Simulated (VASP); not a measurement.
# HfMoC2 (P4/mmm) in VASP: a series of runs

HfMoC2 is run at these levels: r2SCAN; tasks: single point.

Program: VASP 6.6.1. These are calculated values, not measurements. Logs are shortened: lines on timing, memory, paths and dates and some standing lists are left out, and cuts for length are marked.

## (1) The cell of the first run

The structure is tetragonal, space group P4/mmm (No. 123). Conventional cell: a = 3.126 Å, b = 3.126 Å, c = 4.394 Å, α = 90.00°, β = 90.00°, γ = 90.00°. Within 2.9 Å of Hf (site symmetry 4/mmm) lie 6 C at 2.20 to 2.21 Å. Within 2.9 Å of Mo (site symmetry 4/mmm) lie 6 C at 2.20 to 2.21 Å. C (site symmetry 4/mmm) has 2 Mo at 2.20 Å and 4 Hf at 2.21 Å within 2.9 Å. Within 2.9 Å of C (site symmetry 4/mmm) lie 2 Hf at 2.20 Å and 4 Mo at 2.21 Å.

## (2) Single point, r2SCAN

File POSCAR:

```
HfMoC2
1.0
    3.1262736378      0.0000000000      0.0000000000
    0.0000000000      3.1262736378      0.0000000000
    0.0000000000      0.0000000000      4.3936043497
Hf Mo C
1 1 2
Direct
    0.0000000000      0.0000000000      0.0000000000
    0.5000000000      0.5000000000      0.5000000000
    0.5000000000      0.5000000000      0.0000000000
    0.0000000000      0.0000000000      0.5000000000
```

File INCAR.step1:

```
ALGO = Normal ; EDIFF = 1E-4
ENCUT = 520 ; GGA = PE
ISMEAR = -1 ; LASPH = T
LCHARG = F ; LREAL = F
LWAVE = T ; NBANDS = 24
NELM = 60 ; PREC = Accurate
SIGMA = 0.05
```

File INCAR.step2:

```
ALGO = Normal ; EDIFF = 1E-7
ENCUT = 520 ; ISIF = 2
ISMEAR = -1 ; ISTART = 1
LASPH = T ; LCHARG = F
LMIXTAU = T ; LREAL = F
LWAVE = F ; METAGGA = R2SCAN
NBANDS = 24 ; NELM = 60
PREC = Accurate ; SIGMA = 0.05
```

File KPOINTS:

```
k-points
0
Gamma
  8 8 6
```

Potentials or basis: VASP PAW PBE potentials, release 64 (Hf_pv, Mo_sv, C).

Command:

```sh
> cat potpaw_PBE.64/Hf_pv/POTCAR potpaw_PBE.64/Mo_sv/POTCAR potpaw_PBE.64/C/POTCAR > POTCAR
> cp INCAR.step1 INCAR
> mpirun -np 1 vasp_std > vasp.out
> cp INCAR.step2 INCAR
> mpirun -np 1 vasp_std > vasp.out
```

OUTCAR:

```text
EDIFF = 1E-7
   ENCUT = 520
   ISIF = 2
   ISMEAR = -1
   ISTART = 1
   LASPH = T
   LREAL = F
   METAGGA = R2SCAN
   NELM = 60
   PREC = Accurate

 ion  position               nearest neighbor table
   1  0.000  0.000  0.000-   4 2.20   4 2.20   3 2.21   3 2.21   3 2.21   3 2.21   2 3.12   2 3.12
                             2 3.12   2 3.12   2 3.12   2 3.12   2 3.12   2 3.12
   2  0.500  0.500  0.500-   3 2.20   3 2.20   4 2.21   4 2.21   4 2.21   4 2.21   1 3.12   1 3.12
                             1 3.12   1 3.12   1 3.12   1 3.12   1 3.12   1 3.12
   3  0.500  0.500  0.000-   2 2.20   2 2.20   1 2.21   1 2.21   1 2.21   1 2.21
   4  0.000  0.000  0.500-   1 2.20   1 2.20   2 2.21   2 2.21   2 2.21   2 2.21

  LATTYP: Found a simple tetragonal cell.
 ALAT       =     3.1262736378
 C/A-ratio  =     1.4053806092

  Lattice vectors:

 A1 = (   3.1262736378,   0.0000000000,   0.0000000000)
 A2 = (   0.0000000000,   3.1262736378,   0.0000000000)
 A3 = (   0.0000000000,   0.0000000000,   4.3936043497)

Analysis of symmetry for initial positions (statically):
=====================================================================
 Subroutine PRICEL returns:
 Original cell was already a primitive cell.

 Routine SETGRP: Setting up the symmetry group for a
 simple tetragonal supercell.

 Subroutine GETGRP returns: Found 16 space group operations
 (whereof 16 operations were pure point group operations)
 out of a pool of 16 trial point group operations.

The static configuration has the point symmetry D_4h.

Analysis of symmetry for dynamics (positions and initial velocities):
=====================================================================
 Subroutine PRICEL returns:
 Original cell was already a primitive cell.

 Routine SETGRP: Setting up the symmetry group for a
 simple tetragonal supercell.

 Subroutine GETGRP returns: Found 16 space group operations
 (whereof 16 operations were pure point group operations)
 out of a pool of 16 trial point group operations.

The dynamic configuration has the point symmetry D_4h.

 Subroutine INISYM returns: Found 16 space group operations
 (whereof 16 operations are pure point group operations),
 and found     1 'primitive' translations

----------------------------------------------------------------------------------------

                                     Primitive cell

  volume of cell :      42.9413

  direct lattice vectors                    reciprocal lattice vectors
     3.126273638  0.000000000  0.000000000     0.319869633  0.000000000  0.000000000
     0.000000000  3.126273638  0.000000000     0.000000000  0.319869633  0.000000000
     0.000000000  0.000000000  4.393604350     0.000000000  0.000000000  0.227603562

  length of vectors
     3.126273638  3.126273638  4.393604350     0.319869633  0.319869633  0.227603562

  position of ions in fractional coordinates (direct lattice)
     0.000000000  0.000000000  0.000000000
     0.500000000  0.500000000  0.500000000
     0.500000000  0.500000000  0.000000000
     0.000000000  0.000000000  0.500000000

  ion indices of the primitive-cell ions
   primitive index   ion index
                 1           1
                 2           2
                 3           3
                 4           4

----------------------------------------------------------------------------------------

 KPOINTS: k-points

Automatic generation of k-mesh.
 Grid dimensions read from file:
 generate k-points for:    8    8    6

 Generating k-lattice:

  Cartesian coordinates                     Fractional coordinates (reciprocal lattice)
     0.039983704  0.000000000  0.000000000     0.125000000  0.000000000  0.000000000
     0.000000000  0.039983704  0.000000000     0.000000000  0.125000000  0.000000000
     0.000000000  0.000000000  0.037933927     0.000000000  0.000000000  0.166666667

  Length of vectors
     0.039983704  0.039983704  0.037933927

  Shift w.r.t. Gamma in fractional coordinates (k-lattice)
     0.000000000  0.000000000  0.000000000

 Subroutine IBZKPT returns following result:
 ===========================================

 Found     60 irreducible k-points:

 Following reciprocal coordinates:
            Coordinates               Weight
  0.000000  0.000000  0.000000      1.000000
  0.125000  0.000000  0.000000      4.000000
  0.250000  0.000000  0.000000      4.000000
  0.375000  0.000000  0.000000      4.000000
  0.500000  0.000000  0.000000      2.000000
  0.125000  0.125000  0.000000      4.000000
[... 16 lines left out ...]
  0.375000  0.125000  0.166667     16.000000
  0.500000  0.125000  0.166667      8.000000
 [... further k-points ...]
   k-points           NKPTS =     60   k-points in BZ     NKDIM =     60   number of bands    NBANDS=     24
   number of dos      NEDOS =    301   number of ions     NIONS =      4
   total plane-waves  NPLWV =  20736
   dimension x,y,z NGX =    24 NGY =   24 NGZ =   36
   dimension x,y,z NGXF=    48 NGYF=   48 NGZF=   72
   ions per type =               1   1   2
   NGX,Y,Z   is equivalent  to a cutoff of  12.76, 12.76, 13.62 a.u.
   NGXF,Y,Z  is equivalent  to a cutoff of  25.52, 25.52, 27.24 a.u.
 SYSTEM =  unknown system
   PREC   = accura    normal or accurate (medium, high low for compatibility)
   ISTART =      1    job   : 0-new  1-cont  2-samecut
   ICHARG =      0    charge: 1-file 2-atom 10-const
   ISPIN  =      1    spin polarized calculation?
   LNONCOLLINEAR =      F non collinear calculations
   LSORBIT =      F    spin-orbit coupling
   LASPH  =      T    aspherical Exc in radial PAW
   ENCUT  =  520.0 eV  38.22 Ry    6.18 a.u.   5.81  5.81  8.17*2*pi/ulx,y,z
   NELM   =     60;   NELMIN=  2; NELMDL=  0     # of ELM steps
   EDIFF  = 0.1E-06   stopping-criterion for ELM
   LREAL  =      F    real-space projection
   EDIFFG = 0.1E-05   stopping-criterion for IOM
   NSW    =      0    number of steps for IOM
   IBRION =     -1    ionic relax: 0-MD 1-quasi-New 2-CG
   NFREE  =      0    steps in history (QN), initial steepest desc. (CG)
   ISIF   =      2    stress and relaxation
   ISYM   =      2    0-nonsym 1-usesym 2-fastsym
   POTIM  = 0.5000    time-step for ionic-motion
   TEBEG  =    0.0;   TEEND  =   0.0 temperature during run
   PSTRESS=    0.0 pullay stress
   NELECT =      32.0000    total number of electrons
   NUPDOWN=      -1.0000    fix difference up-down
   EMIN   =  10.00;   EMAX   =-10.00  energy-range for DOS
   EFERMI =   0.00;   METHOD = LEGACY
   ISMEAR =    -1;   SIGMA  =   0.05  broadening in eV -4-tet -1-fermi 0-gaus
   EFERMI_NEDOS =   21; number of points for ismear=-14 and -15
   IALGO  =     38    algorithm
   IMIX   =      4    mixing-type and parameters
     AMIX     =   0.40;   BMIX     =  1.00
     AMIX_MAG =   1.60;   BMIX_MAG =  1.00
  volume/ion in A,a.u.               =      10.74        72.45
  Fermi-wavevector in a.u.,A,eV,Ry     =   1.484225  2.804779 29.972613  2.202925
  Thomas-Fermi vector in A             =   2.597789
   LORBIT       =      0    0 simple, 1 ext, 2 COOP (PROOUT), +10 PAW based schemes
   METAGGA = R2SCAN    functional components
   LHFCALC =     F    Hartree Fock is set to
   AEXX    =    0.0000 exact exchange contribution
   IVDW    =     0    specifies the selected vdW correction
   LEPSILON=     F    determine dielectric tensor
   LRPA    =     F    only Hartree local field effects (RPA)
 non-spin polarized calculation
  energy-cutoff  :      520.00
  volume of cell :       42.94
 maximum number of plane-waves:      1176
 NGX is ok and might be reduce to    24
   NGX = 11   NGY = 11   NGZ = 17

 number of electron      31.9999998 magnetization

 Free energy of the ion-electron system (eV)
  ---------------------------------------------------
  ext. energy  EPLUGINS =         0.00000000
  ---------------------------------------------------
  free energy    TOTEN  =       -92.85471030 eV

  energy without entropy =      -92.84291855  energy(sigma->0) =      -92.84881442

 E-fermi :  10.2066     XC(G=0): -14.2192

 val. band max:       10.1945776017   @ k =   0.1250   0.1250   0.3333
 cond. band min:      10.2706102258   @ k =   0.1250   0.1250   0.5000
 fundamental gap:      0.0760326241
 Fermi energy:        10.2065773723

 k-point     1 :       0.0000    0.0000    0.0000
  band No.  band energies     occupation
      1     -53.8146      2.00000
      2     -27.1914      2.00000
      3     -27.0789      2.00000
      4     -27.0789      2.00000
      5     -21.2662      2.00000
      6     -20.9158      2.00000
[... 16 lines left out ...]
     23      15.3448      0.00000
     24      15.3448      0.00000

 k-point     2 :       0.1250    0.0000    0.0000
  band No.  band energies     occupation
      1     -53.8107      2.00000
      2     -27.1841      2.00000
      3     -27.1291      2.00000
      4     -27.0720      2.00000
      5     -21.2621      2.00000
      6     -21.0178      2.00000
[... 16 lines left out ...]
     23      15.3092      0.00000
     24      16.0834      0.00000

 k-point     3 :       0.2500    0.0000    0.0000
  band No.  band energies     occupation
      1     -53.8015      2.00000
      2     -27.2486      2.00000
      3     -27.1666      2.00000
      4     -27.0553      2.00000
      5     -21.2559      2.00000
      6     -21.2521      2.00000
[... 16 lines left out ...]
     23      15.2163      0.00000
     24      18.3028      0.00000
[... 514 lines left out ...]
 k-point    23 :       0.3750    0.1250    0.1667
  band No.  band energies     occupation
      1     -53.7885      2.00000
      2     -27.3607      2.00000
      3     -27.1488      2.00000
      4     -27.0874      2.00000
      5     -21.4555      2.00000
      6     -21.2353      2.00000
[... 16 lines left out ...]
     23      16.6751      0.00000
     24      19.0080      0.00000

 k-point    24 :       0.5000    0.1250    0.1667
  band No.  band energies     occupation
      1     -53.7846      2.00000
      2     -27.4089      2.00000
      3     -27.1429      2.00000
      4     -27.0803      2.00000
      5     -21.5441      2.00000
      6     -21.2285      2.00000
[... 16 lines left out ...]
     23      17.1786      0.00000
     24      18.9493      0.00000

 [... further k-points ...]

------------------------ aborting loop because EDIFF is reached ----------------------------------------

  FORCE on cell =-STRESS in cart. coord.  units (eV):
  Direction    XX          YY          ZZ          XY          YZ          ZX
  --------------------------------------------------------------------------------------
  -------------------------------------------------------------------------------------
  Total        4.9022399      4.9022399      3.5830522      0.0000000     -0.0000000     -0.0000000
  in kB      182.9069564    182.9069564    133.6868829      0.0000000     -0.0000000     -0.0000000
  external PRESSURE =     166.5002652 kB  Pullay stress =       0.0000000 kB

 VOLUME and BASIS-vectors are now :
 -----------------------------------------------------------------------------
  energy-cutoff  :      520.00
  volume of cell :       42.94
      direct lattice vectors                 reciprocal lattice vectors
     3.126273638  0.000000000  0.000000000     0.319869633  0.000000000  0.000000000
     0.000000000  3.126273638  0.000000000     0.000000000  0.319869633  0.000000000
     0.000000000  0.000000000  4.393604350     0.000000000  0.000000000  0.227603562

 POSITION                                       TOTAL-FORCE (eV/Angst)
 -----------------------------------------------------------------------------------
      0.00000      0.00000      0.00000         0.000000      0.000000      0.000000
      1.56314      1.56314      2.19680         0.000000      0.000000      0.000000
      1.56314      1.56314      0.00000         0.000000      0.000000      0.000000
      0.00000      0.00000      2.19680         0.000000      0.000000      0.000000
 -----------------------------------------------------------------------------------
    total drift:                                0.000000     -0.000000     -0.000000

  FREE ENERGIE OF THE ION-ELECTRON SYSTEM (eV)
  ---------------------------------------------------
  free  energy   TOTEN  =       -92.8547102973 eV

  energy  without entropy=      -92.8429185516  energy(sigma->0) =      -92.84881442
```

It took 2.5 min on 1 thread of Intel Xeon Platinum 8259CL at 2.50GHz (Skylake/Cascade Lake), shared host; peak memory 0.21 GiB.

Results:

```
Free energy            : -92.8547 eV
Pressure               : 16.7 GPa
Band gap on the k mesh : zero (bands 16 and 17 overlap by 2.76 eV)
```

Stress tensor (GPa, compression positive):
```
18.29  0.00  0.00
 0.00 18.29  0.00
 0.00  0.00 13.37
```

Caveat: the cell stands under pressure; the PAW data sets were made with another functional, which shifts forces and pressure a little; spin-orbit coupling is left out, which moves the levels of the heavy elements.

## (3) Single point, r2SCAN

This run uses another cell than the first one, of 10.96 Å³/atom.

File POSCAR:

```
HfMoC2
1.0
    3.1482903748      0.0000000000      0.0000000000
    0.0000000000      3.1482903748      0.0000000000
    0.0000000000      0.0000000000      4.4245462449
Hf Mo C
1 1 2
Direct
    0.0000000000      0.0000000000      0.0000000000
    0.5000000000      0.5000000000      0.5000000000
    0.5000000000      0.5000000000      0.0000000000
    0.0000000000      0.0000000000      0.5000000000
```

File INCAR.step1:

```
ALGO     = Normal         # electronic algorithm
EDIFF    = 1E-4           # SCF threshold, eV
ENCUT    = 520            # plane-wave cutoff, eV
GGA      = PE             # functional
ISMEAR   = -1             # smearing method
LASPH    = T              # aspherical terms in the spheres
LCHARG   = F              # write CHGCAR
LREAL    = F              # projectors in reciprocal space
LWAVE    = T              # write WAVECAR
NBANDS   = 24             # bands
NELM     = 60             # most SCF steps
PREC     = Accurate       # precision mode
SIGMA    = 0.05           # smearing width, eV
```

File INCAR.step2:

```
ALGO     = Normal         # electronic algorithm
EDIFF    = 1E-6           # SCF threshold, eV
ENCUT    = 520            # plane-wave cutoff, eV
ISIF     = 2              # what is computed and relaxed
ISMEAR   = -1             # smearing method
ISTART   = 1            
LASPH    = T              # aspherical terms in the spheres
LCHARG   = F              # write CHGCAR
LMIXTAU  = T            
LREAL    = F              # projectors in reciprocal space
LWAVE    = F              # write WAVECAR
METAGGA  = R2SCAN         # meta-GGA
NBANDS   = 24             # bands
NELM     = 60             # most SCF steps
PREC     = Accurate       # precision mode
SIGMA    = 0.05           # smearing width, eV
```

KPOINTS is that of step 2.

Potentials or basis: VASP PAW PBE potentials, release 64 (Hf_pv, Mo_sv, C).

Command:

```sh
> cat potpaw_PBE.64/Hf_pv/POTCAR potpaw_PBE.64/Mo_sv/POTCAR potpaw_PBE.64/C/POTCAR > POTCAR
> cp INCAR.step1 INCAR
> mpirun -np 1 vasp_std > vasp.out
> cp INCAR.step2 INCAR
> mpirun -np 1 vasp_std > vasp.out
```

Wall time 2.4 min (1 thread of Intel Xeon Platinum 8259CL at 2.50GHz (Skylake/Cascade Lake), shared host); peak memory 0.21 GiB.

The run converged. Its results:

| Property | Result |
| --- | --- |
| Free energy | -92.9285 eV |
| Pressure | 9.3 GPa |
| Band gap on the k mesh | zero (bands 16 and 17 overlap by 2.62 eV) |

Stress tensor (GPa, compression positive):
```
10.94  0.00  0.00
 0.00 10.94  0.00
 0.00  0.00  6.15
```

Levels at points of the mesh, in eV from the Fermi level:
| k point | band 12 | band 13 | band 14 | band 15 | band 16 | band 17 | band 18 | band 19 | band 20 | band 21 |
| --- | --- | --- | --- | --- | --- | --- | --- | --- | --- | --- |
| (0.00, 0.00, 0.00) | -1.48 | -1.48 | -1.41 | -1.41 | -0.44 | -0.36 | -0.04 | -0.03 | -0.03 | 0.49 |
| (0.50, 0.00, 0.00) | -5.42 | -4.66 | -4.15 | -4.08 | -0.46 | 1.13 | 2.40 | 3.52 | 3.59 | 4.62 |
| (0.50, 0.50, 0.00) | -4.15 | -4.15 | -1.45 | -1.23 | -1.23 | -1.12 | 1.22 | 1.61 | 2.72 | 4.42 |
| (0.00, 0.00, 0.50) | -3.76 | -2.47 | -2.47 | -1.95 | -1.95 | -1.44 | -0.32 | 2.25 | 2.25 | 4.12 |
| (0.50, 0.00, 0.50) | -5.75 | -5.70 | -4.86 | -4.75 | 1.18 | 1.20 | 1.98 | 4.99 | 5.85 | 5.92 |
| (0.50, 0.50, 0.50) | -4.64 | -4.62 | -4.57 | -4.57 | 1.18 | 1.18 | 1.62 | 3.40 | 3.40 | 3.96 |

Caveat: the cell stands under pressure; the PAW data sets were made with another functional, which shifts forces and pressure a little; spin-orbit coupling is left out, which moves the levels of the heavy elements.

The gap in the log of VASP goes by the Fermi energy; the results here count the filled bands.